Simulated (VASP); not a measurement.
Set up this calculation in VASP 6.6.1, as the native input.

| Item | Value |
| --- | --- |
| Task | single point |
| Functional | PBEsol |
| Potentials or basis | VASP PAW PBE potentials, release 64 (Mg, O) |
| Cutoff | 520 eV |
| k mesh | 9 × 9 × 6 |
| Occupations | gaussian, width 0.05 eV |
| Spin | no spin polarisation |
| Dipole correction | no |
| Further INCAR settings | ALGO = Normal; EDIFF = 1e-07; NBANDS = 16 |

The structure of MgO lies in POSCAR:

```
MgO
1.0
    3.3783000000      0.0000000000      0.0000000000
   -1.6891500000      2.9256936216      0.0000000000
    0.0000000000      0.0000000000      4.4044000000
Mg O
2 2
Direct
    0.6666666667      0.3333333333      0.7500000000
    0.3333333333      0.6666666667      0.2500000000
    0.6666666667      0.3333333333      0.2500000000
    0.3333333333      0.6666666667      0.7500000000
```

One way to write it, as run:

INCAR

```
SYSTEM = MgO
ALGO     = Normal         ! electronic algorithm
EDIFF    = 1E-7           ! SCF threshold, eV
ENCUT    = 520            ! plane-wave cutoff, eV
GGA      = PS             ! functional
ISIF     = 2              ! what is computed and relaxed
ISMEAR   = 0              ! smearing method
LASPH    = .True.         ! aspherical terms in the spheres
LCHARG   = .False.        ! write CHGCAR
LREAL    = .False.        ! projectors in reciprocal space
LWAVE    = .False.        ! write WAVECAR
NBANDS   = 16             ! bands
NELM     = 80             ! most SCF steps
PREC     = Accurate       ! precision mode
SIGMA    = 0.05           ! smearing width, eV
```

KPOINTS

```
k-points
0
Gamma
  9 9 6
  0 0 0
```

Potentials or basis: VASP PAW PBE potentials, release 64 (Mg, O).

Command:

```bash
$ cat potpaw_PBE.64/Mg/POTCAR potpaw_PBE.64/O/POTCAR > POTCAR
$ mpirun -np 1 vasp_std > vasp.out
```

It gave:

```
Pressure               : 3.6 GPa
Band gap on the k mesh : 3.28 eV, direct
```

Caveat: the PAW data sets were made with another functional, which shifts forces and pressure a little.

Run time: 47 s on 1 thread of Intel Xeon 8259CL (shared host), peak memory 0.19 GiB.
